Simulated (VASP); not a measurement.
# TiTe2 (P-3m1) in VASP: a series of runs

The runs below take TiTe2 through single point, with LDA.

All numbers are computed with VASP 6.6.1; they aren't measurements. Logs are shortened: lines on timing, memory, paths and dates and some standing lists are left out, and cuts for length are marked.

## (1) The cell of the first run

Symmetry: P-3m1, No. 164, trigonal system. The conventional cell has a = 3.777 Å, b = 3.777 Å, c = 6.498 Å, α = 90.00°, β = 90.00°, γ = 120.00°. Within 3.7 Å of Te (site symmetry 3m) lie 3 Ti at 2.77 Å. Ti (site symmetry -3m) has 6 Te at 2.77 Å within 3.7 Å.

## (2) Single point, LDA

The input, INCAR:

```
ALGO     = Normal         # electronic algorithm
EDIFF    = 1E-6           # SCF threshold, eV
ENCUT    = 520            # plane-wave cutoff, eV
ISIF     = 2              # what is computed and relaxed
ISMEAR   = -1             # smearing method
LASPH    = True           # aspherical terms in the spheres
LCHARG   = False          # write CHGCAR
LREAL    = False          # projectors in reciprocal space
LWAVE    = False          # write WAVECAR
NBANDS   = 19             # bands
NELM     = 80             # most SCF steps
PREC     = Accurate       # precision mode
SIGMA    = 0.05           # smearing width, eV
```

The input, KPOINTS:

```
k-points
0
Gamma
  8 8 4
```

The input, POSCAR:

```
TiTe2
1.0
    3.7770000000      0.0000000000      0.0000000000
   -1.8885000000      3.2709779501      0.0000000000
    0.0000000000      0.0000000000      6.4980000000
Te Ti
2 1
Direct
    0.3333333333      0.6666666667      0.7372000000
    0.6666666667      0.3333333333      0.2628000000
    0.0000000000      0.0000000000      0.0000000000
```

Potentials or basis: VASP PAW LDA potentials, release 64 (Te, Ti_sv).

Command:

```bash
cat potpaw_LDA.64/Te/POTCAR potpaw_LDA.64/Ti_sv/POTCAR > POTCAR
mpirun -np 1 vasp_std > vasp.out
```

OUTCAR:

```text
EDIFF = 1E-6
   ENCUT = 520
   ISIF = 2
   ISMEAR = -1
   LASPH = True
   LREAL = False
   NELM = 80
   PREC = Accurate

 ion  position               nearest neighbor table
   1  0.333  0.667  0.737-   3 2.77   3 2.77   3 2.77
   2  0.667  0.333  0.263-   3 2.77   3 2.77   3 2.77
   3  0.000  0.000  0.000-   1 2.77   2 2.77   2 2.77   1 2.77   2 2.77   1 2.77

  LATTYP: Found a hexagonal cell.
 ALAT       =     3.7770000000
 C/A-ratio  =     1.7204130262

  Lattice vectors:

 A1 = (   3.7770000000,   0.0000000000,   0.0000000000)
 A2 = (  -1.8885000000,   3.2709779501,   0.0000000000)
 A3 = (   0.0000000000,   0.0000000000,   6.4980000000)

Analysis of symmetry for initial positions (statically):
=====================================================================
 Subroutine PRICEL returns:
 Original cell was already a primitive cell.

 Routine SETGRP: Setting up the symmetry group for a
 hexagonal supercell.

 Subroutine GETGRP returns: Found 12 space group operations
 (whereof 12 operations were pure point group operations)
 out of a pool of 24 trial point group operations.

The static configuration has the point symmetry D_3d.

Analysis of symmetry for dynamics (positions and initial velocities):
=====================================================================
 Subroutine PRICEL returns:
 Original cell was already a primitive cell.

 Routine SETGRP: Setting up the symmetry group for a
 hexagonal supercell.

 Subroutine GETGRP returns: Found 12 space group operations
 (whereof 12 operations were pure point group operations)
 out of a pool of 24 trial point group operations.

The dynamic configuration has the point symmetry D_3d.

 Subroutine INISYM returns: Found 12 space group operations
 (whereof 12 operations are pure point group operations),
 and found     1 'primitive' translations

----------------------------------------------------------------------------------------

                                     Primitive cell

  volume of cell :      80.2794

  direct lattice vectors                    reciprocal lattice vectors
     3.777000000  0.000000000  0.000000000     0.264760392  0.152859484  0.000000000
    -1.888500000  3.270977950  0.000000000     0.000000000  0.305718967  0.000000000
     0.000000000  0.000000000  6.498000000     0.000000000  0.000000000  0.153893506

  length of vectors
     3.777000000  3.777000000  6.498000000     0.305718967  0.305718967  0.153893506

  position of ions in fractional coordinates (direct lattice)
     0.333333333  0.666666667  0.737200000
     0.666666667  0.333333333  0.262800000
     0.000000000  0.000000000  0.000000000

  ion indices of the primitive-cell ions
   primitive index   ion index
                 1           1
                 2           2
                 3           3

----------------------------------------------------------------------------------------

 KPOINTS: k-points

Automatic generation of k-mesh.
 Grid dimensions read from file:
 generate k-points for:    8    8    4

 Generating k-lattice:

  Cartesian coordinates                     Fractional coordinates (reciprocal lattice)
     0.033095049  0.019107435  0.000000000     0.125000000 -0.000000000  0.000000000
     0.000000000  0.038214871  0.000000000     0.000000000  0.125000000  0.000000000
     0.000000000  0.000000000  0.038473376     0.000000000  0.000000000  0.250000000

  Length of vectors
     0.038214871  0.038214871  0.038473376

  Shift w.r.t. Gamma in fractional coordinates (k-lattice)
     0.000000000  0.000000000  0.000000000

 Subroutine IBZKPT returns following result:
 ===========================================

 Found     35 irreducible k-points:

 Following reciprocal coordinates:
            Coordinates               Weight
  0.000000  0.000000  0.000000      1.000000
  0.125000  0.000000  0.000000      6.000000
  0.250000  0.000000  0.000000      6.000000
  0.375000  0.000000  0.000000      6.000000
  0.500000  0.000000  0.000000      3.000000
  0.125000  0.125000  0.000000      6.000000
[... 16 lines left out ...]
 -0.125000  0.500000  0.250000     12.000000
  0.250000  0.250000  0.250000     12.000000
 [... further k-points ...]
   k-points           NKPTS =     35   k-points in BZ     NKDIM =     35   number of bands    NBANDS=     19
   number of dos      NEDOS =    301   number of ions     NIONS =      3
   total plane-waves  NPLWV =  37632
   dimension x,y,z NGX =    28 NGY =   28 NGZ =   48
   dimension x,y,z NGXF=    56 NGYF=   56 NGZF=   96
   ions per type =               2   1
   NGX,Y,Z   is equivalent  to a cutoff of  12.32, 12.32, 12.28 a.u.
   NGXF,Y,Z  is equivalent  to a cutoff of  24.65, 24.65, 24.56 a.u.
 SYSTEM =  unknown system
   PREC   = accura    normal or accurate (medium, high low for compatibility)
   ISTART =      0    job   : 0-new  1-cont  2-samecut
   ICHARG =      2    charge: 1-file 2-atom 10-const
   ISPIN  =      1    spin polarized calculation?
   LNONCOLLINEAR =      F non collinear calculations
   LSORBIT =      F    spin-orbit coupling
   LASPH  =      T    aspherical Exc in radial PAW
   ENCUT  =  520.0 eV  38.22 Ry    6.18 a.u.   7.02  7.02 12.08*2*pi/ulx,y,z
   NELM   =     80;   NELMIN=  2; NELMDL= -5     # of ELM steps
   EDIFF  = 0.1E-05   stopping-criterion for ELM
   LREAL  =      F    real-space projection
   EDIFFG = 0.1E-04   stopping-criterion for IOM
   NSW    =      0    number of steps for IOM
   IBRION =     -1    ionic relax: 0-MD 1-quasi-New 2-CG
   NFREE  =      0    steps in history (QN), initial steepest desc. (CG)
   ISIF   =      2    stress and relaxation
   ISYM   =      2    0-nonsym 1-usesym 2-fastsym
   POTIM  = 0.5000    time-step for ionic-motion
   TEBEG  =    0.0;   TEEND  =   0.0 temperature during run
   PSTRESS=    0.0 pullay stress
   NELECT =      24.0000    total number of electrons
   NUPDOWN=      -1.0000    fix difference up-down
   EMIN   =  10.00;   EMAX   =-10.00  energy-range for DOS
   EFERMI =   0.00;   METHOD = LEGACY
   ISMEAR =    -1;   SIGMA  =   0.05  broadening in eV -4-tet -1-fermi 0-gaus
   EFERMI_NEDOS =   21; number of points for ismear=-14 and -15
   IALGO  =     38    algorithm
   IMIX   =      4    mixing-type and parameters
     AMIX     =   0.40;   BMIX     =  1.00
     AMIX_MAG =   1.60;   BMIX_MAG =  1.00
  volume/ion in A,a.u.               =      26.76       180.58
  Fermi-wavevector in a.u.,A,eV,Ry     =   1.094655  2.068597 16.303438  1.198269
  Thomas-Fermi vector in A             =   2.230964
   LORBIT       =      0    0 simple, 1 ext, 2 COOP (PROOUT), +10 PAW based schemes
   GGA     = CA    functional components
   LHFCALC =     F    Hartree Fock is set to
   AEXX    =    0.0000 exact exchange contribution
   IVDW    =     0    specifies the selected vdW correction
   LEPSILON=     F    determine dielectric tensor
   LRPA    =     F    only Hartree local field effects (RPA)
 non-spin polarized calculation
  energy-cutoff  :      520.00
  volume of cell :       80.28
 maximum number of plane-waves:      2176
   NGX = 13   NGY = 13   NGZ = 25

 number of electron      23.9999998 magnetization

 Free energy of the ion-electron system (eV)
  ---------------------------------------------------
  ext. energy  EPLUGINS =         0.00000000
  ---------------------------------------------------
  free energy    TOTEN  =       -18.28043617 eV

  energy without entropy =      -18.26845830  energy(sigma->0) =      -18.27444724

 E-fermi :   6.6147     XC(G=0): -10.0934

 val. band max:        6.6000140648   @ k =   0.1250   0.0000   0.2500
 cond. band min:       6.6417811073   @ k =   0.5000   0.0000   0.0000
 fundamental gap:      0.0417670425
 Fermi energy:         6.6147353512

 k-point     1 :       0.0000    0.0000    0.0000
  band No.  band energies     occupation
      1     -50.1175      2.00000
      2     -26.7582      2.00000
      3     -26.7582      2.00000
      4     -26.7276      2.00000
      5      -5.7634      2.00000
      6      -4.2690      2.00000
[... 11 lines left out ...]
     18      11.7396      0.00000
     19      12.4560      0.00000

 k-point     2 :       0.1250    0.0000    0.0000
  band No.  band energies     occupation
      1     -50.1170      2.00000
      2     -26.7647      2.00000
      3     -26.7597      2.00000
      4     -26.7261      2.00000
      5      -5.5925      2.00000
      6      -4.1831      2.00000
[... 11 lines left out ...]
     18      12.6421      0.00000
     19      13.2339      0.00000

 k-point     3 :       0.2500    0.0000    0.0000
  band No.  band energies     occupation
      1     -50.1159      2.00000
      2     -26.7802      2.00000
      3     -26.7632      2.00000
      4     -26.7225      2.00000
      5      -5.1157      2.00000
      6      -3.9693      2.00000
[... 11 lines left out ...]
     18      12.3787      0.00000
     19      13.1468      0.00000

 k-point     4 :       0.3750    0.0000    0.0000
  band No.  band energies     occupation
      1     -50.1147      2.00000
      2     -26.7957      2.00000
      3     -26.7668      2.00000
      4     -26.7188      2.00000
      5      -4.4697      2.00000
      6      -3.7836      2.00000
[... 11 lines left out ...]
     18      12.1262      0.00000
     19      12.2980      0.00000

 k-point     5 :       0.5000    0.0000    0.0000
  band No.  band energies     occupation
      1     -50.1143      2.00000
      2     -26.8021      2.00000
      3     -26.7683      2.00000
      4     -26.7173      2.00000
      5      -4.0159      2.00000
      6      -3.8300      2.00000
[... 11 lines left out ...]
     18      11.9721      0.00000
     19      12.2230      0.00000

 k-point     6 :       0.1250    0.1250    0.0000
  band No.  band energies     occupation
      1     -50.1162      2.00000
      2     -26.7749      2.00000
      3     -26.7629      2.00000
      4     -26.7236      2.00000
      5      -5.2679      2.00000
      6      -4.0316      2.00000
[... 11 lines left out ...]
     18      13.5861      0.00000
     19      13.6001      0.00000

 k-point     7 :       0.2500    0.1250    0.0000
  band No.  band energies     occupation
      1     -50.1151      2.00000
      2     -26.7888      2.00000
      3     -26.7681      2.00000
      4     -26.7199      2.00000
      5      -4.7003      2.00000
      6      -3.8187      2.00000
[... 11 lines left out ...]
     18      12.2946      0.00000
     19      13.1859      0.00000

 k-point     8 :       0.3750    0.1250    0.0000
  band No.  band energies     occupation
      1     -50.1143      2.00000
      2     -26.7985      2.00000
      3     -26.7718      2.00000
      4     -26.7174      2.00000
      5      -4.1088      2.00000
      6      -3.7441      2.00000
[... 256 lines left out ...]
 k-point    20 :       0.2500    0.1250    0.2500
  band No.  band energies     occupation
      1     -50.1151      2.00000
      2     -26.7888      2.00000
      3     -26.7681      2.00000
      4     -26.7199      2.00000
      5      -4.6070      2.00000
      6      -3.9421      2.00000
[... 11 lines left out ...]
     18      12.0247      0.00000
     19      12.9707      0.00000

 k-point    21 :      -0.1250    0.3750    0.2500
  band No.  band energies     occupation
      1     -50.1151      2.00000
      2     -26.7888      2.00000
      3     -26.7681      2.00000
      4     -26.7199      2.00000
      5      -4.5702      2.00000
      6      -3.9954      2.00000
[... 11 lines left out ...]
     18      12.1269      0.00000
     19      13.2245      0.00000

 k-point    22 :       0.3750    0.1250    0.2500
  band No.  band energies     occupation
      1     -50.1143      2.00000
      2     -26.7985      2.00000
      3     -26.7718      2.00000
      4     -26.7174      2.00000
      5      -4.1072      2.00000
      6      -3.7301      2.00000
[... 11 lines left out ...]
     18      11.7165      0.00000
     19      12.6162      0.00000

 k-point    23 :      -0.1250    0.5000    0.2500
  band No.  band energies     occupation
      1     -50.1143      2.00000
      2     -26.7985      2.00000
      3     -26.7718      2.00000
      4     -26.7174      2.00000
      5      -4.0149      2.00000
      6      -3.8402      2.00000
[... 11 lines left out ...]
     18      11.4392      0.00000
     19      12.9153      0.00000

 k-point    24 :       0.2500    0.2500    0.2500
  band No.  band energies     occupation
      1     -50.1143      2.00000
      2     -26.7936      2.00000
      3     -26.7767      2.00000
      4     -26.7174      2.00000
      5      -4.1040      2.00000
      6      -3.7595      2.00000
[... 11 lines left out ...]
     18      11.8680      0.00000
     19      12.6491      0.00000

 [... further k-points ...]
[... 5 lines left out ...]
  --------------------------------------------------------------------------------------
  -------------------------------------------------------------------------------------
  Total       -2.0509012     -2.0509012     -1.9267913      0.0000000     -0.0000000      0.0000000
  in kB      -40.9308743    -40.9308743    -38.4539494      0.0000000     -0.0000000      0.0000000
  external PRESSURE =     -40.1052327 kB  Pullay stress =       0.0000000 kB

 VOLUME and BASIS-vectors are now :
 -----------------------------------------------------------------------------
  energy-cutoff  :      520.00
  volume of cell :       80.28
      direct lattice vectors                 reciprocal lattice vectors
     3.777000000  0.000000000  0.000000000     0.264760392  0.152859484  0.000000000
    -1.888500000  3.270977950  0.000000000     0.000000000  0.305718967  0.000000000
     0.000000000  0.000000000  6.498000000     0.000000000  0.000000000  0.153893506

 POSITION                                       TOTAL-FORCE (eV/Angst)
 -----------------------------------------------------------------------------------
     -0.00000      2.18065      4.79033         0.000000      0.000000      0.280507
      1.88850      1.09033      1.70767        -0.000000     -0.000000     -0.280507
      0.00000      0.00000      0.00000         0.000000      0.000000      0.000000
 -----------------------------------------------------------------------------------
    total drift:                                0.000000     -0.000000      0.000000

  FREE ENERGIE OF THE ION-ELECTRON SYSTEM (eV)
  ---------------------------------------------------
  free  energy   TOTEN  =       -18.2804361730 eV

  energy  without entropy=      -18.2684583044  energy(sigma->0) =      -18.27444724
```

Wall time 99 s (1 thread of Intel Xeon Platinum 8259CL at 2.50GHz (Skylake/Cascade Lake), shared host); peak memory 0.19 GiB.

Results:

```yaml
Free_energy: -18.2804 eV
Pressure: -4.0 GPa
Largest_force: 0.281 eV/Å
Band_gap_on_the_k_mesh: zero (band 12 reaches 7.01 eV, above the bottom of band 13 at 6.34 eV)
```

Forces in eV/Å, atoms in the order of the input:
```
Te   0.000  0.000  0.281
Te   0.000  0.000 -0.281
Ti   0.000  0.000  0.000
```

Levels at points of the mesh, in eV from the Fermi level:
```tsv
k point	band 10	band 11	band 12	band 13	band 14	band 15
(0.00, 0.00, 0.00)	0.33	0.39	0.39	0.63	1.11	1.11
(0.50, 0.00, 0.00)	-2.36	-1.70	-1.08	0.03	1.13	1.45
(0.00, 0.00, 0.50)	-1.57	0.38	0.38	0.79	0.79	1.01
(0.50, 0.00, 0.50)	-1.98	-0.91	-0.55	-0.27	1.13	1.43
```

Caveat: spin-orbit coupling is left out, which moves the levels of the heavy elements.

[end of part 1 of 2]
